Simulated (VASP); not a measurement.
# CaH3 (P4/mbm) in VASP: notebook

CaH3 is run at these levels: PBE; tasks: single point.

All numbers are computed with VASP 6.6.1; they aren't measurements. Logs are shortened: lines on timing, memory, paths and dates and some standing lists are left out, and cuts for length are marked.

**1. The cell of the first run**

It takes space group P4/mbm (No. 127, tetragonal). Conventional cell: a = 6.234 Å, b = 6.234 Å, c = 4.408 Å, α = 90.00°, β = 90.00°, γ = 90.00°. Within 2.9 Å of Ca (site symmetry 4/m) lie 6 H at 2.20 to 2.24 Å. H (site symmetry m2m) has 2 Ca at 2.24 Å within 3.0 Å. H (site symmetry 4/m) has 2 Ca at 2.20 Å within 2.9 Å.

**2. Single point, PBE**

The input, INCAR:

```
ALGO = Normal
EDIFF = 1E-6
ENCUT = 520
GGA = PE
ISIF = 2
ISMEAR = 0
LASPH = T
LCHARG = F
LREAL = F
LWAVE = F
NBANDS = 23
NELM = 80
PREC = Accurate
SIGMA = 0.1
```

The input, KPOINTS:

```
k-points
0
Gamma
  4 4 4
```

The input, POSCAR:

```
CaH3
1.0
    6.2341867200      0.0000000000      0.0000000000
    0.0000000000      6.2341867200      0.0000000000
    0.0000000000      0.0000000000      4.4082357000
Ca H
2 6
Direct
    0.5000000000      0.5000000000      0.0000000000
    0.0000000000      0.0000000000      0.0000000000
    0.7925657900      0.2925657900      0.0000000000
    0.7074342100      0.7925657900      0.0000000000
    0.5000000000      0.5000000000      0.5000000000
    0.2074342100      0.7074342100      0.0000000000
    0.2925657900      0.2074342100      0.0000000000
    0.0000000000      0.0000000000      0.5000000000
```

Potentials or basis: VASP PAW PBE potentials, release 64 (Ca_sv, H).

Started as:

```console
> cat potpaw_PBE.64/Ca_sv/POTCAR potpaw_PBE.64/H/POTCAR > POTCAR
> mpirun -np 1 vasp_std > vasp.out
```

OUTCAR:

```text
EDIFF = 1E-6
   ENCUT = 520
   GGA = PE
   ISIF = 2
   ISMEAR = 0
   LASPH = T
   LREAL = F
   NELM = 80
   PREC = Accurate

 ion  position               nearest neighbor table
   1  0.500  0.500  0.000-
   2  0.000  0.000  0.000-
   3  0.793  0.293  0.000-
   4  0.707  0.793  0.000-
   5  0.500  0.500  0.500-
   6  0.207  0.707  0.000-
   7  0.293  0.207  0.000-
   8  0.000  0.000  0.500-

  LATTYP: Found a simple tetragonal cell.
 ALAT       =     6.2341867200
 C/A-ratio  =     0.7071067804

  Lattice vectors:

 A1 = (   6.2341867200,   0.0000000000,   0.0000000000)
 A2 = (   0.0000000000,   6.2341867200,   0.0000000000)
 A3 = (   0.0000000000,   0.0000000000,   4.4082357000)

Analysis of symmetry for initial positions (statically):
=====================================================================
 Subroutine PRICEL returns:
 Original cell was already a primitive cell.

 Routine SETGRP: Setting up the symmetry group for a
 simple tetragonal supercell.

 Subroutine GETGRP returns: Found 16 space group operations
 (whereof  8 operations were pure point group operations)
 out of a pool of 16 trial point group operations.

The static configuration has the point symmetry C_4h.
 The point group associated with its full space group is D_4h.

Analysis of symmetry for dynamics (positions and initial velocities):
=====================================================================
 Subroutine PRICEL returns:
 Original cell was already a primitive cell.

 Routine SETGRP: Setting up the symmetry group for a
 simple tetragonal supercell.

 Subroutine GETGRP returns: Found 16 space group operations
 (whereof  8 operations were pure point group operations)
 out of a pool of 16 trial point group operations.

The dynamic configuration has the point symmetry C_4h.
 The point group associated with its full space group is D_4h.

 Subroutine INISYM returns: Found 16 space group operations
 (whereof  8 operations are pure point group operations),
 and found     1 'primitive' translations

----------------------------------------------------------------------------------------

                                     Primitive cell

  volume of cell :     171.3265

  direct lattice vectors                    reciprocal lattice vectors
     6.234186720  0.000000000  0.000000000     0.160405847  0.000000000  0.000000000
     0.000000000  6.234186720  0.000000000     0.000000000  0.160405847  0.000000000
     0.000000000  0.000000000  4.408235700     0.000000000  0.000000000  0.226848124

  length of vectors
     6.234186720  6.234186720  4.408235700     0.160405847  0.160405847  0.226848124

  position of ions in fractional coordinates (direct lattice)
     0.500000000  0.500000000  0.000000000
     0.000000000  0.000000000  0.000000000
     0.792565790  0.292565790  0.000000000
     0.707434210  0.792565790  0.000000000
     0.500000000  0.500000000  0.500000000
     0.207434210  0.707434210  0.000000000
     0.292565790  0.207434210  0.000000000
     0.000000000  0.000000000  0.500000000

  ion indices of the primitive-cell ions
   primitive index   ion index
                 1           1
                 2           2
                 3           3
                 4           4
                 5           5
                 6           6
                 7           7
                 8           8

----------------------------------------------------------------------------------------

 KPOINTS: k-points

Automatic generation of k-mesh.
 Grid dimensions read from file:
 generate k-points for:    4    4    4

 Generating k-lattice:

  Cartesian coordinates                     Fractional coordinates (reciprocal lattice)
     0.040101462  0.000000000  0.000000000     0.250000000  0.000000000  0.000000000
     0.000000000  0.040101462  0.000000000     0.000000000  0.250000000  0.000000000
     0.000000000  0.000000000  0.056712031     0.000000000  0.000000000  0.250000000

  Length of vectors
     0.040101462  0.040101462  0.056712031

  Shift w.r.t. Gamma in fractional coordinates (k-lattice)
     0.000000000  0.000000000  0.000000000

 Subroutine IBZKPT returns following result:
 ===========================================

 Found     18 irreducible k-points:

 Following reciprocal coordinates:
            Coordinates               Weight
  0.000000  0.000000  0.000000      1.000000
  0.250000  0.000000  0.000000      4.000000
  0.500000  0.000000  0.000000      2.000000
  0.250000  0.250000  0.000000      4.000000
  0.500000  0.250000  0.000000      4.000000
  0.500000  0.500000  0.000000      1.000000
[... 10 lines left out ...]
  0.500000  0.250000  0.500000      4.000000
  0.500000  0.500000  0.500000      1.000000
   k-points           NKPTS =     18   k-points in BZ     NKDIM =     18   number of bands    NBANDS=     23
   number of dos      NEDOS =    301   number of ions     NIONS =      8
   total plane-waves  NPLWV =  82944
   dimension x,y,z NGX =    48 NGY =   48 NGZ =   36
   dimension x,y,z NGXF=    96 NGYF=   96 NGZF=   72
   ions per type =               2   6
   NGX,Y,Z   is equivalent  to a cutoff of  12.80, 12.80, 13.58 a.u.
   NGXF,Y,Z  is equivalent  to a cutoff of  25.60, 25.60, 27.15 a.u.
 SYSTEM =  unknown system
   PREC   = accura    normal or accurate (medium, high low for compatibility)
   ISTART =      0    job   : 0-new  1-cont  2-samecut
   ICHARG =      2    charge: 1-file 2-atom 10-const
   ISPIN  =      1    spin polarized calculation?
   LNONCOLLINEAR =      F non collinear calculations
   LSORBIT =      F    spin-orbit coupling
   LASPH  =      T    aspherical Exc in radial PAW
   ENCUT  =  520.0 eV  38.22 Ry    6.18 a.u.  11.59 11.59  8.20*2*pi/ulx,y,z
   NELM   =     80;   NELMIN=  2; NELMDL= -5     # of ELM steps
   EDIFF  = 0.1E-05   stopping-criterion for ELM
   LREAL  =      F    real-space projection
   EDIFFG = 0.1E-04   stopping-criterion for IOM
   NSW    =      0    number of steps for IOM
   IBRION =     -1    ionic relax: 0-MD 1-quasi-New 2-CG
   NFREE  =      0    steps in history (QN), initial steepest desc. (CG)
   ISIF   =      2    stress and relaxation
   ISYM   =      2    0-nonsym 1-usesym 2-fastsym
   POTIM  = 0.5000    time-step for ionic-motion
   TEBEG  =    0.0;   TEEND  =   0.0 temperature during run
   PSTRESS=    0.0 pullay stress
   NELECT =      26.0000    total number of electrons
   NUPDOWN=      -1.0000    fix difference up-down
   EMIN   =  10.00;   EMAX   =-10.00  energy-range for DOS
   EFERMI =   0.00;   METHOD = LEGACY
   ISMEAR =     0;   SIGMA  =   0.10  broadening in eV -4-tet -1-fermi 0-gaus
   EFERMI_NEDOS =   21; number of points for ismear=-14 and -15
   IALGO  =     38    algorithm
   IMIX   =      4    mixing-type and parameters
     AMIX     =   0.40;   BMIX     =  1.00
     AMIX_MAG =   1.60;   BMIX_MAG =  1.00
  volume/ion in A,a.u.               =      21.42       144.52
  Fermi-wavevector in a.u.,A,eV,Ry     =   0.873222  1.650150 10.374660  0.762516
  Thomas-Fermi vector in A             =   1.992582
   LORBIT       =      0    0 simple, 1 ext, 2 COOP (PROOUT), +10 PAW based schemes
   GGA     = PE    functional components
   LHFCALC =     F    Hartree Fock is set to
   AEXX    =    0.0000 exact exchange contribution
   IVDW    =     0    specifies the selected vdW correction
   LEPSILON=     F    determine dielectric tensor
   LRPA    =     F    only Hartree local field effects (RPA)
 non-spin polarized calculation
 Gauss-broadening in eV      SIGMA  =   0.10
  energy-cutoff  :      520.00
  volume of cell :      171.33
 maximum number of plane-waves:      4636
 NGX is ok and might be reduce to    48
   NGX = 23   NGY = 23   NGZ = 17

 number of electron      26.0000009 magnetization

 Free energy of the ion-electron system (eV)
  ---------------------------------------------------
  ext. energy  EPLUGINS =         0.00000000
  ---------------------------------------------------
  free energy    TOTEN  =       -20.34087643 eV

  energy without entropy =      -20.25781251  energy(sigma->0) =      -20.29934447

 E-fermi :  -3.4120     XC(G=0):  -5.9964

 val. band max:       -3.4170273693   @ k =   0.5000   0.5000   0.5000
 cond. band min:      -3.4061405310   @ k =   0.5000   0.0000   0.5000
 fundamental gap:      0.0108868383
 Fermi energy:        -3.4119605993

 k-point     1 :       0.0000    0.0000    0.0000
  band No.  band energies     occupation
      1     -41.9854      2.00000
      2     -41.9827      2.00000
      3     -23.0249      2.00000
      4     -23.0249      2.00000
      5     -22.9882      2.00000
      6     -22.9882      2.00000
[... 15 lines left out ...]
     22       3.4442      0.00000
     23       4.5665      0.00000

 k-point     2 :       0.2500    0.0000    0.0000
  band No.  band energies     occupation
      1     -41.9850      2.00000
      2     -41.9831      2.00000
      3     -23.0197      2.00000
      4     -23.0196      2.00000
      5     -22.9937      2.00000
      6     -22.9936      2.00000
[... 15 lines left out ...]
     22       3.6279      0.00000
     23       4.2943      0.00000

 k-point     3 :       0.5000    0.0000    0.0000
  band No.  band energies     occupation
      1     -41.9841      2.00000
      2     -41.9841      2.00000
      3     -23.0069      2.00000
      4     -23.0069      2.00000
      5     -23.0066      2.00000
      6     -23.0066      2.00000
[... 15 lines left out ...]
     22       3.8041      0.00000
     23       4.1688      0.00000

 k-point     4 :       0.2500    0.2500    0.0000
  band No.  band energies     occupation
      1     -41.9847      2.00000
      2     -41.9834      2.00000
      3     -23.0261      2.00000
      4     -23.0078      2.00000
      5     -23.0057      2.00000
      6     -22.9873      2.00000
[... 15 lines left out ...]
     22       3.3694      0.00000
     23       4.3568      0.00000

 k-point     5 :       0.5000    0.2500    0.0000
  band No.  band energies     occupation
      1     -41.9841      2.00000
      2     -41.9841      2.00000
      3     -23.0212      2.00000
      4     -23.0212      2.00000
      5     -22.9923      2.00000
      6     -22.9923      2.00000
[... 15 lines left out ...]
     22       3.2668      0.00000
     23       4.4728      0.00000

 k-point     6 :       0.5000    0.5000    0.0000
  band No.  band energies     occupation
      1     -41.9841      2.00000
      2     -41.9841      2.00000
      3     -23.0272      2.00000
      4     -23.0272      2.00000
      5     -22.9863      2.00000
      6     -22.9863      2.00000
[... 15 lines left out ...]
     22       3.3965      0.00000
     23       3.8288      0.00000

 k-point     7 :       0.0000    0.0000    0.2500
  band No.  band energies     occupation
      1     -41.9847      2.00000
      2     -41.9820      2.00000
      3     -23.0239      2.00000
      4     -23.0239      2.00000
      5     -23.0012      2.00000
      6     -22.9976      2.00000
[... 197 lines left out ...]
     22       3.2115      0.00000
     23       3.5104      0.00000

 k-point    15 :       0.5000    0.0000    0.5000
  band No.  band energies     occupation
      1     -41.9826      2.00000
      2     -41.9826      2.00000
      3     -23.0202      2.00000
      4     -23.0202      2.00000
      5     -23.0050      2.00000
      6     -23.0050      2.00000
[... 15 lines left out ...]
     22       3.1796      0.00000
     23       4.2054      0.00000

 k-point    16 :       0.2500    0.2500    0.5000
  band No.  band energies     occupation
      1     -41.9833      2.00000
      2     -41.9820      2.00000
      3     -23.0241      2.00000
      4     -23.0212      2.00000
      5     -23.0192      2.00000
      6     -23.0059      2.00000
[... 15 lines left out ...]
     22       3.1941      0.00000
     23       3.3780      0.00000

 k-point    17 :       0.5000    0.2500    0.5000
  band No.  band energies     occupation
      1     -41.9826      2.00000
      2     -41.9826      2.00000
      3     -23.0202      2.00000
      4     -23.0202      2.00000
      5     -23.0192      2.00000
      6     -23.0192      2.00000
[... 15 lines left out ...]
     22       3.1769      0.00000
     23       3.5521      0.00000

 k-point    18 :       0.5000    0.5000    0.5000
  band No.  band energies     occupation
      1     -41.9826      2.00000
      2     -41.9826      2.00000
      3     -23.0251      2.00000
      4     -23.0251      2.00000
      5     -23.0202      2.00000
      6     -23.0202      2.00000
[... 15 lines left out ...]
     22       3.1692      0.00000
     23       3.3286      0.00000

------------------------ aborting loop because EDIFF is reached ----------------------------------------

  FORCE on cell =-STRESS in cart. coord.  units (eV):
  Direction    XX          YY          ZZ          XY          YZ          ZX
  --------------------------------------------------------------------------------------
  -------------------------------------------------------------------------------------
  Total       -0.9000487     -0.9000487     -0.2284368      0.0000000      0.0000000      0.0000000
  in kB       -8.4169002     -8.4169002     -2.1362508      0.0000000      0.0000000      0.0000000
  external PRESSURE =      -6.3233504 kB  Pullay stress =       0.0000000 kB

 VOLUME and BASIS-vectors are now :
 -----------------------------------------------------------------------------
  energy-cutoff  :      520.00
  volume of cell :      171.33
      direct lattice vectors                 reciprocal lattice vectors
     6.234186720  0.000000000  0.000000000     0.160405847  0.000000000  0.000000000
     0.000000000  6.234186720  0.000000000     0.000000000  0.160405847  0.000000000
     0.000000000  0.000000000  4.408235700     0.000000000  0.000000000  0.226848124

 POSITION                                       TOTAL-FORCE (eV/Angst)
 -----------------------------------------------------------------------------------
      3.11709      3.11709      0.00000        -0.000000      0.000000     -0.000000
      0.00000      0.00000      0.00000        -0.000000      0.000000     -0.000000
      4.94100      1.82391      0.00000         0.036923      0.036923     -0.000000
      4.41028      4.94100      0.00000        -0.036923      0.036923     -0.000000
      3.11709      3.11709      2.20412        -0.000000      0.000000     -0.000000
      1.29318      4.41028      0.00000        -0.036923     -0.036923     -0.000000
      1.82391      1.29318      0.00000         0.036923     -0.036923      0.000000
      0.00000      0.00000      2.20412        -0.000000      0.000000     -0.000000
 -----------------------------------------------------------------------------------
    total drift:                                0.000000     -0.000000      0.000000

  FREE ENERGIE OF THE ION-ELECTRON SYSTEM (eV)
  ---------------------------------------------------
  free  energy   TOTEN  =       -20.3408764300 eV

  energy  without entropy=      -20.2578125083  energy(sigma->0) =      -20.29934447
```

Run time: 2.1 min. Hardware: 1 thread of Oxide Virtual Turin-like, shared host; peak memory 0.26 GiB.

Results:

```yaml
Free_energy: -20.3409 eV
Pressure: -0.6 GPa
Largest_force: 0.052 eV/Å
Band_gap_on_the_k_mesh: zero (bands 13 and 14 overlap by 0.42 eV)
```

Forces on the atoms (eV/Å):
```
Ca   0.000  0.000  0.000
Ca   0.000  0.000  0.000
H    0.037  0.037  0.000
H   -0.037  0.037  0.000
H    0.000  0.000  0.000
H   -0.037 -0.037  0.000
H    0.037 -0.037  0.000
H    0.000  0.000  0.000
```

**3. Single point, PBE**

This run uses another cell than the first one, of 16.91 Å³/atom.

INCAR, as its differences from that of step 2:

```diff
@@ -7,4 +7,6 @@
 LASPH = T
-LCHARG = F
+LCHARG = T
+LELF = T
 LREAL = F
+LVHAR = T
 LWAVE = F
```

The input, KPOINTS:

```
k-points
0
Gamma
  6 6 8
```

The input, POSCAR:

```
CaH3
1.0
    5.6349685577      0.0000000000      0.0000000000
    0.0000000000      5.6349685577      0.0000000000
    0.0000000000      0.0000000000      4.2613132154
Ca H
2 6
Direct
    0.5000000000      0.5000000000      0.0000000000
    0.0000000000      0.0000000000      0.0000000000
    0.9441591185      0.4441591185      0.0000000000
    0.5558408815      0.9441591185      0.0000000000
    0.5000000000      0.5000000000      0.5000000000
    0.0558408815      0.5558408815      0.0000000000
    0.4441591185      0.0558408815      0.0000000000
    0.0000000000      0.0000000000      0.5000000000
```

Potentials or basis: VASP PAW PBE potentials, release 64 (Ca_sv, H).

Started as:

```console
> cat potpaw_PBE.64/Ca_sv/POTCAR potpaw_PBE.64/H/POTCAR > POTCAR
> mpirun -np 1 vasp_std > vasp.out
```

Wall time 2.9 min (1 thread of Oxide Virtual Turin-like, shared host); peak memory 0.27 GiB.

It converged, with:

```
Free energy            : -22.7980 eV
Pressure               : 0.0 GPa
Band gap on the k mesh : zero (bands 13 and 14 overlap by 1.91 eV)
```

Levels at points of the mesh, in eV from the Fermi level:
```csv
k point,band 10,band 11,band 12,band 13,band 14,band 15,band 16,band 17
"(0.00, 0.00, 0.00)",-8.14,-3.86,-3.34,0.33,0.33,1.22,2.80,3.04
"(0.50, 0.00, 0.00)",-8.28,-3.73,-3.73,0.00,0.00,1.36,1.36,3.06
"(0.50, 0.50, 0.00)",-8.12,-3.89,-3.89,-0.64,-0.64,1.89,1.89,2.62
"(0.00, 0.00, 0.50)",-8.06,-3.10,-1.98,1.11,1.11,1.44,1.48,1.48
"(0.50, 0.00, 0.50)",-8.16,-2.57,-2.57,0.17,0.17,1.61,1.61,1.79
"(0.50, 0.50, 0.50)",-8.01,-2.44,-2.44,-0.81,-0.81,0.49,0.49,2.03
```

**4. Single point, PBE**

This run uses another cell than the first one, of 16.91 Å³/atom.

The input, INCAR:

```
PREC = Accurate ; ENCUT = 520
EDIFF = 1E-6 ; ISMEAR = 0
SIGMA = 0.1 ; LREAL = False
LASPH = True ; NELM = 80
ALGO = Normal ; ISIF = 2
LWAVE = False ; LCHARG = False
GGA = PE ; NBANDS = 23
```

The input, KPOINTS:

```
Automatic mesh
0
Gamma
  8 8 10
```

POSCAR is that of step 3.

Started as:

```console
> cat potpaw_PBE.64/Ca_sv/POTCAR potpaw_PBE.64/H/POTCAR > POTCAR
> mpirun -np 1 vasp_std > vasp.out
```

It took 4.7 min on 1 thread of Oxide Virtual Turin-like, shared host; peak memory 0.34 GiB.

The run converged. Its results:

- Free energy: -22.8001 eV
- Pressure: 0.0 GPa
- Band gap on the k mesh: zero (bands 13 and 14 overlap by 1.91 eV)

Levels at points of the mesh, in eV from the Fermi level:
```csv
k point,band 9,band 10,band 11,band 12,band 13,band 14,band 15,band 16,band 17,band 18
"(0.00, 0.00, 0.00)",-8.70,-8.14,-3.87,-3.35,0.32,0.32,1.21,2.79,3.04,3.04
"(0.50, 0.00, 0.00)",-8.29,-8.29,-3.73,-3.73,-0.01,-0.01,1.36,1.36,3.05,3.05
"(0.50, 0.50, 0.00)",-8.12,-8.12,-3.89,-3.89,-0.64,-0.64,1.88,1.88,2.61,2.61
"(0.00, 0.00, 0.50)",-8.52,-8.06,-3.10,-1.98,1.10,1.10,1.44,1.48,1.48,3.06
"(0.50, 0.00, 0.50)",-8.16,-8.16,-2.58,-2.58,0.16,0.16,1.60,1.60,1.78,1.78
"(0.50, 0.50, 0.50)",-8.02,-8.02,-2.45,-2.45,-0.81,-0.81,0.48,0.48,2.02,2.02
```

**5. Overview**

```tsv
cell	k mesh	gap on the mesh (eV)	pressure (GPa)
a = 6.234, b = 6.234, c = 4.408 Å, 8 atoms, atomic positions A	4 × 4 × 4	none	-0.6
a = 5.635, b = 5.635, c = 4.261 Å, 8 atoms, atomic positions B	6 × 6 × 8	none	0.0
a = 5.635, b = 5.635, c = 4.261 Å, 8 atoms, atomic positions B	8 × 8 × 10	none	0.0
```

Alike in all rows: task single point; level PBE; potentials or basis VASP PAW PBE potentials, release 64 (Ca_sv, H); no spin polarisation; cutoff (eV) 520; smearing gaussian 0.1 eV.

Total energies depend on the potentials used, so only differences within one code and one set of settings carry meaning.
